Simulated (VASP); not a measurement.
# In (I4/mmm) in VASP: a series of runs

The runs below take In through single point, with PBE, PBE+D3(BJ).

All numbers are computed with VASP 6.6.1; they aren't measurements. Logs are shortened: lines on timing, memory, paths and dates and some standing lists are left out, and cuts for length are marked.

## Step 1: The cell of the first run

It takes space group I4/mmm (No. 139, tetragonal). Conventional cell: a = 3.251 Å, b = 3.251 Å, c = 4.947 Å, α = 90.00°, β = 90.00°, γ = 90.00°. Within 4.3 Å of In (site symmetry 4/mmm) lie 12 In at 3.25 to 3.38 Å.

## Step 2: Single point, PBE

INCAR reads:

```
PREC = Accurate ; ENCUT = 520
EDIFF = 1E-7 ; ISMEAR = 0
SIGMA = 0.024 ; LREAL = F
LASPH = T ; NELM = 80
ALGO = Normal ; ISIF = 2
LWAVE = F ; LCHARG = F
GGA = PE ; NBANDS = 12
```

KPOINTS reads:

```
regular mesh
0
Gamma
  11 11 11
```

POSCAR reads:

```
In
1.0
   -1.6254700000      1.6254700000      2.4737000000
    1.6254700000     -1.6254700000      2.4737000000
    1.6254700000      1.6254700000     -2.4737000000
In
1
Direct
    0.0000000000      0.0000000000      0.0000000000
```

Potentials or basis: VASP PAW PBE potentials, release 64 (In_d).

The run is started by

```sh
$ cat potpaw_PBE.64/In_d/POTCAR > POTCAR
$ mpirun -np 1 vasp_std > vasp.out
```

OUTCAR:

```text
PREC = Accurate
   ENCUT = 520
   EDIFF = 1E-7
   ISMEAR = 0
   LREAL = F
   LASPH = T
   NELM = 80
   ISIF = 2
   GGA = PE

 ion  position               nearest neighbor table
   1  0.000  0.000  0.000-

  LATTYP: Found a body centered tetragonal cell.
 ALAT       =     3.2509400000
 C/A-ratio  =     1.5218367611

  Lattice vectors:

 A1 = (  -1.6254700000,   1.6254700000,   2.4737000000)
 A2 = (   1.6254700000,  -1.6254700000,   2.4737000000)
 A3 = (   1.6254700000,   1.6254700000,  -2.4737000000)

Analysis of symmetry for initial positions (statically):
=====================================================================
 Subroutine PRICEL returns:
 Original cell was already a primitive cell.

 Routine SETGRP: Setting up the symmetry group for a
 body centered tetragonal supercell.

 Subroutine GETGRP returns: Found 16 space group operations
 (whereof 16 operations were pure point group operations)
 out of a pool of 16 trial point group operations.

The static configuration has the point symmetry D_4h.

Analysis of symmetry for dynamics (positions and initial velocities):
=====================================================================
 Subroutine PRICEL returns:
 Original cell was already a primitive cell.

 Routine SETGRP: Setting up the symmetry group for a
 body centered tetragonal supercell.

 Subroutine GETGRP returns: Found 16 space group operations
 (whereof 16 operations were pure point group operations)
 out of a pool of 16 trial point group operations.

The dynamic configuration has the point symmetry D_4h.

 Subroutine INISYM returns: Found 16 space group operations
 (whereof 16 operations are pure point group operations),
 and found     1 'primitive' translations

----------------------------------------------------------------------------------------

                                     Primitive cell

  volume of cell :      26.1436

  direct lattice vectors                    reciprocal lattice vectors
    -1.625470000  1.625470000  2.473700000     0.000000000  0.307603339  0.202126369
     1.625470000 -1.625470000  2.473700000     0.307603339  0.000000000  0.202126369
     1.625470000  1.625470000 -2.473700000     0.307603339  0.307603339  0.000000000

  length of vectors
     3.376906444  3.376906444  3.376906444     0.368069129  0.368069129  0.435016814

  position of ions in fractional coordinates (direct lattice)
     0.000000000  0.000000000  0.000000000

  ion indices of the primitive-cell ions
   primitive index   ion index
                 1           1

----------------------------------------------------------------------------------------

 KPOINTS: regular mesh

Automatic generation of k-mesh.
 Grid dimensions read from file:
 generate k-points for:   11   11   11

 Generating k-lattice:

  Cartesian coordinates                     Fractional coordinates (reciprocal lattice)
     0.000000000  0.027963940  0.018375124     0.090909091  0.000000000 -0.000000000
     0.027963940  0.000000000  0.018375124     0.000000000  0.090909091 -0.000000000
     0.027963940  0.027963940  0.000000000     0.000000000  0.000000000  0.090909091

  Length of vectors
     0.033460830  0.033460830  0.039546983

  Shift w.r.t. Gamma in fractional coordinates (k-lattice)
     0.000000000  0.000000000  0.000000000

 Subroutine IBZKPT returns following result:
 ===========================================

 Found    126 irreducible k-points:

 Following reciprocal coordinates:
            Coordinates               Weight
  0.000000  0.000000  0.000000      1.000000
  0.090909  0.000000 -0.000000      8.000000
  0.181818  0.000000 -0.000000      8.000000
  0.272727  0.000000 -0.000000      8.000000
  0.363636  0.000000 -0.000000      8.000000
  0.454545  0.000000 -0.000000      8.000000
[... 16 lines left out ...]
 -0.272727  0.181818 -0.000000     16.000000
 -0.181818  0.181818  0.000000      4.000000
 [... further k-points ...]
   k-points           NKPTS =    126   k-points in BZ     NKDIM =    126   number of bands    NBANDS=     12
   number of dos      NEDOS =    301   number of ions     NIONS =      1
   total plane-waves  NPLWV =  21952
   dimension x,y,z NGX =    28 NGY =   28 NGZ =   28
   dimension x,y,z NGXF=    56 NGYF=   56 NGZF=   56
   ions per type =               1
   NGX,Y,Z   is equivalent  to a cutoff of  13.78, 13.78, 13.78 a.u.
   NGXF,Y,Z  is equivalent  to a cutoff of  27.57, 27.57, 27.57 a.u.
 SYSTEM =  unknown system
   PREC   = accura    normal or accurate (medium, high low for compatibility)
   ISTART =      0    job   : 0-new  1-cont  2-samecut
   ICHARG =      2    charge: 1-file 2-atom 10-const
   ISPIN  =      1    spin polarized calculation?
   LNONCOLLINEAR =      F non collinear calculations
   LSORBIT =      F    spin-orbit coupling
   LASPH  =      T    aspherical Exc in radial PAW
   ENCUT  =  520.0 eV  38.22 Ry    6.18 a.u.   6.28  6.28  6.28*2*pi/ulx,y,z
   NELM   =     80;   NELMIN=  2; NELMDL= -5     # of ELM steps
   EDIFF  = 0.1E-06   stopping-criterion for ELM
   LREAL  =      F    real-space projection
   EDIFFG = 0.1E-05   stopping-criterion for IOM
   NSW    =      0    number of steps for IOM
   IBRION =     -1    ionic relax: 0-MD 1-quasi-New 2-CG
   NFREE  =      0    steps in history (QN), initial steepest desc. (CG)
   ISIF   =      2    stress and relaxation
   ISYM   =      2    0-nonsym 1-usesym 2-fastsym
   POTIM  = 0.5000    time-step for ionic-motion
   TEBEG  =    0.0;   TEEND  =   0.0 temperature during run
   PSTRESS=    0.0 pullay stress
   NELECT =      13.0000    total number of electrons
   NUPDOWN=      -1.0000    fix difference up-down
   EMIN   =  10.00;   EMAX   =-10.00  energy-range for DOS
   EFERMI =   0.00;   METHOD = LEGACY
   ISMEAR =     0;   SIGMA  =   0.02  broadening in eV -4-tet -1-fermi 0-gaus
   EFERMI_NEDOS =   21; number of points for ismear=-14 and -15
   IALGO  =     38    algorithm
   IMIX   =      4    mixing-type and parameters
     AMIX     =   0.40;   BMIX     =  1.00
     AMIX_MAG =   1.60;   BMIX_MAG =  1.00
  volume/ion in A,a.u.               =      26.14       176.43
  Fermi-wavevector in a.u.,A,eV,Ry     =   1.296983  2.450943 22.887245  1.682165
  Thomas-Fermi vector in A             =   2.428405
   LORBIT       =      0    0 simple, 1 ext, 2 COOP (PROOUT), +10 PAW based schemes
   GGA     = PE    functional components
   LHFCALC =     F    Hartree Fock is set to
   AEXX    =    0.0000 exact exchange contribution
   IVDW    =     0    specifies the selected vdW correction
   LEPSILON=     F    determine dielectric tensor
   LRPA    =     F    only Hartree local field effects (RPA)
 non-spin polarized calculation
 Gauss-broadening in eV      SIGMA  =   0.02
  energy-cutoff  :      520.00
  volume of cell :       26.14
 maximum number of plane-waves:       718
 NGX is ok and might be reduce to    28
   NGX = 13   NGY = 13   NGZ = 13

 number of electron      13.0000006 magnetization

 Free energy of the ion-electron system (eV)
  ---------------------------------------------------
  ext. energy  EPLUGINS =         0.00000000
  ---------------------------------------------------
  free energy    TOTEN  =        -2.54942155 eV

  energy without entropy =       -2.54932076  energy(sigma->0) =       -2.54937116

 E-fermi :   7.5719     XC(G=0): -10.2563

 val. band max:        7.5539968988   @ k =   0.3636   0.2727   0.1818
 cond. band min:       7.5923509249   @ k =  -0.4545  -0.4545   0.1818
 fundamental gap:      0.0383540262
 Fermi energy:         7.5718844112

 k-point     1 :       0.0000    0.0000    0.0000
  band No.  band energies     occupation
      1      -7.1760      2.00000
      2      -7.0717      2.00000
      3      -7.0717      2.00000
      4      -6.9912      2.00000
      5      -6.8857      2.00000
      6      -2.0183      2.00000
      7      18.0788      0.00000
      8      18.0788      0.00000
      9      18.2516      0.00000
     10      19.1095      0.00000
     11      21.4915      0.00000
     12      21.6204      0.00000

 k-point     2 :       0.0909    0.0000   -0.0000
  band No.  band energies     occupation
      1      -7.1635      2.00000
      2      -7.0727      2.00000
      3      -7.0590      2.00000
      4      -6.9880      2.00000
      5      -6.8906      2.00000
      6      -1.8367      2.00000
      7      16.0872      0.00000
      8      17.7561      0.00000
      9      17.8617      0.00000
     10      18.9197      0.00000
     11      21.8658      0.00000
     12      22.0974      0.00000

 k-point     3 :       0.1818    0.0000   -0.0000
  band No.  band energies     occupation
      1      -7.1441      2.00000
      2      -7.0826      2.00000
      3      -7.0329      2.00000
      4      -6.9602      2.00000
      5      -6.8955      2.00000
      6      -1.2860      2.00000
      7      12.9596      0.00000
      8      16.9029      0.00000
      9      17.4402      0.00000
     10      18.8603      0.00000
     11      20.7641      0.00000
     12      23.1999      0.00000
[... 286 lines left out ...]
 k-point    23 :      -0.2727    0.1818   -0.0000
  band No.  band energies     occupation
      1      -7.1649      2.00000
      2      -7.0381      2.00000
      3      -6.9869      2.00000
      4      -6.9625      2.00000
      5      -6.8732      2.00000
      6      -0.2942      2.00000
      7      12.2323      0.00000
      8      14.0448      0.00000
      9      15.2790      0.00000
     10      17.0922      0.00000
     11      18.0362      0.00000
     12      23.5994      0.00000

 k-point    24 :      -0.1818    0.1818    0.0000
  band No.  band energies     occupation
      1      -7.1417      2.00000
      2      -7.0438      2.00000
      3      -6.9971      2.00000
      4      -6.9922      2.00000
      5      -6.9085      2.00000
      6      -0.9974      2.00000
      7      14.7024      0.00000
      8      14.9538      0.00000
      9      15.6320      0.00000
     10      16.8607      0.00000
     11      19.0484      0.00000
     12      24.0113      0.00000

 [... further k-points ...]
[... 5 lines left out ...]
  --------------------------------------------------------------------------------------
  -------------------------------------------------------------------------------------
  Total        0.3549418      0.3549418      0.2529801      0.0000000      0.0000000      0.0000000
  in kB       21.7521827     21.7521827     15.5035792      0.0000000      0.0000000      0.0000000
  external PRESSURE =      19.6693149 kB  Pullay stress =       0.0000000 kB

 VOLUME and BASIS-vectors are now :
 -----------------------------------------------------------------------------
  energy-cutoff  :      520.00
  volume of cell :       26.14
      direct lattice vectors                 reciprocal lattice vectors
    -1.625470000  1.625470000  2.473700000     0.000000000  0.307603339  0.202126369
     1.625470000 -1.625470000  2.473700000     0.307603339  0.000000000  0.202126369
     1.625470000  1.625470000 -2.473700000     0.307603339  0.307603339  0.000000000

 POSITION                                       TOTAL-FORCE (eV/Angst)
 -----------------------------------------------------------------------------------
      0.00000      0.00000      0.00000        -0.000000      0.000000      0.000000
 -----------------------------------------------------------------------------------
    total drift:                                0.000000     -0.000000      0.000000

  FREE ENERGIE OF THE ION-ELECTRON SYSTEM (eV)
  ---------------------------------------------------
  free  energy   TOTEN  =        -2.5494215518 eV

  energy  without entropy=       -2.5493207590  energy(sigma->0) =       -2.54937116
```

It took 20 s on 1 thread of AMD EPYC 9R45 (Zen 5), shared host; peak memory 0.15 GiB.

What came out:

```yaml
Free_energy: -2.5494 eV
Pressure: 2.0 GPa
```

Caveat: spin-orbit coupling is left out, which moves the levels of the heavy elements.

## Step 3: Single point, PBE

INCAR reads:

```
ALGO     = Normal         # electronic algorithm
EDIFF    = 1E-6           # SCF threshold, eV
ENCUT    = 520            # plane-wave cutoff, eV
GGA      = PE             # functional
ISIF     = 2              # what is computed and relaxed
ISMEAR   = 0              # smearing method
LASPH    = True           # aspherical terms in the spheres
LCHARG   = False          # write CHGCAR
LREAL    = False          # projectors in reciprocal space
LWAVE    = False          # write WAVECAR
NBANDS   = 12             # bands
NELM     = 60             # most SCF steps
PREC     = Accurate       # precision mode
SIGMA    = 0.025          # smearing width, eV
```

KPOINTS reads:

```
k-points
0
Gamma
  11 11 11
```

POSCAR is that of step 2.

Potentials or basis: VASP PAW PBE potentials, release 64 (In_d).

The run is started by

```sh
$ cat potpaw_PBE.64/In_d/POTCAR > POTCAR
$ mpirun -np 1 vasp_std > vasp.out
```

Run time: 19 s. Hardware: 1 thread of AMD EPYC 9R45 (Zen 5), shared host; peak memory 0.15 GiB.

Results (log left out):

| Quantity | Value |
| --- | --- |
| Free energy | -2.5494 eV |
| Pressure | 2.0 GPa |

Stress tensor (GPa, compression positive):
```
2.17 0.00 0.00
0.00 2.17 0.00
0.00 0.00 1.55
```

Levels at points of the mesh, in eV from the Fermi level:
```tsv
k point	band 2	band 3	band 4	band 5	band 6	band 7	band 8	band 9	band 10	band 11
(0.00, 0.00, 0.00)	-14.64	-14.64	-14.56	-14.46	-9.59	10.51	10.51	10.68	11.54	13.92
```

Caveat: spin-orbit coupling is left out, which moves the levels of the heavy elements.

## Step 4: Single point, PBE

INCAR reads:

```
SYSTEM = In
  ALGO = Normal
  EDIFF = 1E-6
  ENCUT = 520
  GGA = PE
  ISIF = 2
  ISMEAR = 0
  LASPH = .TRUE.
  LCHARG = .FALSE.
  LREAL = .FALSE.
  LWAVE = .FALSE.
  NBANDS = 12
  NELM = 60
  PREC = Accurate
  SIGMA = 0.026000000000000002
```

KPOINTS reads:

```
k-points
0
G
  11 11 11
  0 0 0
```

POSCAR is that of step 3.

The run is started by

```sh
$ cat potpaw_PBE.64/In_d/POTCAR > POTCAR
$ mpirun -np 1 vasp_std > vasp.out
```

It took 19 s on 1 thread of AMD EPYC 9R45 (Zen 5), shared host; peak memory 0.15 GiB.

It converged, with:

| Property | Result |
| --- | --- |
| Free energy | -2.5494 eV |
| Pressure | 2.0 GPa |

Stress tensor (GPa, compression positive):
```
2.17 0.00 0.00
0.00 2.17 0.00
0.00 0.00 1.55
```

Levels at points of the mesh, in eV from the Fermi level:
| k point | band 3 | band 4 | band 5 | band 6 | band 7 | band 8 | band 9 | band 10 |
| --- | --- | --- | --- | --- | --- | --- | --- | --- |
| (0.00, 0.00, 0.00) | -14.64 | -14.56 | -14.46 | -9.59 | 10.51 | 10.51 | 10.68 | 11.54 |

Caveat: spin-orbit coupling is left out, which moves the levels of the heavy elements.

## Step 5: Single point, PBE+D3(BJ)

This run uses another cell than the first one, of 26.04 Å³/atom, 0.996 times its volume.

INCAR reads:

```
PREC = Accurate
ENCUT = 520
EDIFF = 1E-6
ISMEAR = -1
SIGMA = 0.05
LREAL = F
LASPH = T
NELM = 80
ALGO = Fast
ISIF = 2
LWAVE = F
LCHARG = F
GGA = PE
IVDW = 12
NBANDS = 12
```

KPOINTS reads:

```
regular mesh
0
Gamma
  11 11 11
```

POSCAR reads:

```
In
1.0
   -1.6640233361      1.6640233361      2.3510634684
    1.6640233361     -1.6640233361      2.3510634684
    1.6640233361      1.6640233361     -2.3510634684
In
1
Direct
    0.0000000000      0.0000000000      0.0000000000
```

The run is started by

```sh
$ cat potpaw_PBE.64/In_d/POTCAR > POTCAR
$ mpirun -np 1 vasp_std > vasp.out
```

Run time: 30 s. Hardware: 1 thread of AMD EPYC 9R45 (Zen 5), shared host; peak memory 0.15 GiB.

The run converged. Its results:

```yaml
Free_energy: -2.8911 eV
Pressure: -0.1 GPa
Dispersion_energy_per_atom: -0.340 eV
```

Levels at points of the mesh, in eV from the Fermi level:
```
           k point  band 2  band 3  band 4  band 5  band 6  band 7  band 8  band 9  band 10  band 11
(0.00, 0.00, 0.00)  -14.67  -14.67  -14.50  -14.50   -9.61   10.59   10.59   10.59    11.50    14.00
```

Caveat: spin-orbit coupling is left out, which moves the levels of the heavy elements; pairwise dispersion overbinds metals, which lowers pressure and volume.

## Step 6: The runs side by side

| level | cell | smearing | gap on the mesh (eV) | pressure (GPa) |
| --- | --- | --- | --- | --- |
| PBE | a = 3.377 Å, angles 122.5, 122.5, 85.8°, 1 atom | gaussian 0.024 eV | none | 2.0 |
| PBE | a = 3.377 Å, angles 122.5, 122.5, 85.8°, 1 atom | gaussian 0.025 eV | none | 2.0 |
| PBE | a = 3.377 Å, angles 122.5, 122.5, 85.8°, 1 atom | gaussian 0.026 eV | none | 2.0 |
| PBE+D3(BJ) | a = 3.326 Å, angles 120.0, 120.0, 90.1°, 1 atom | fermi-dirac 0.05 eV | none | -0.1 |

Alike in all rows: task single point; potentials or basis VASP PAW PBE potentials, release 64 (In_d); no spin polarisation; k mesh 11 × 11 × 11; cutoff (eV) 520.

Every run on the cell as given and a fine mesh finds a metal.

Caveats: spin-orbit coupling is left out, which moves the levels of the heavy elements; pairwise dispersion overbinds metals, which lowers pressure and volume (some runs).

Total energies depend on the potentials used, so only differences within one code and one set of settings carry meaning.
